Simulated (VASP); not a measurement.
The system is ZnS.

```xyz
2
Lattice="0.0000 2.6937 2.6937 2.6937 0.0000 2.6937 2.6937 2.6937 0.0000" Properties=species:S:1:pos:R:3 pbc="T T T"
Zn    0.0000    0.0000    0.0000
S     4.0405    4.0405    4.0405
```

```yaml
Program: VASP 6.6.1
Task: relaxation of cell and atoms
Functional: LDA
Potentials_or_basis: VASP PAW LDA potentials, release 64 (Zn, S)
Cutoff: 600 eV
k_mesh: 10 × 10 × 10
Occupations: gaussian, width 0.02 eV
Spin: no spin polarisation
```

At the start: pressure -3.7 GPa; volume 19.55 Å³/atom.

Problem. Where does the relaxation end?

Solution. Over 6 steps the energy falls by 11.1 meV/atom and the volume is 18.63 Å³/atom (-4.7 %); space group F-43m (No. 216, to 0.1 Å) before and after.

The path:
| step | energy change (eV) | largest force (eV/Å) | pressure (GPa) | volume (Å³) |
| --- | --- | --- | --- | --- |
| 1 | 0.0000 | 0.0000 | -3.65 | 39.09 |
| 2 | -0.0192 | 0.0000 | 1.51 | 36.62 |
| 3 | -0.0222 | 0.0000 | -0.09 | 37.24 |
| 4 | -0.0222 | 0.0000 | 0.15 | 37.21 |
| 5 | -0.0222 | 0.0000 | -0.07 | 37.30 |
| 6 | -0.0222 | 0.0000 | -0.01 | 37.25 |

Final structure:
```xyz
2
Lattice="0.0000 2.6508 2.6508 2.6508 0.0000 2.6508 2.6508 2.6508 0.0000" Properties=species:S:1:pos:R:3 pbc="T T T"
Zn    0.0000    0.0000    0.0000
S     3.9762    3.9762    3.9762
```
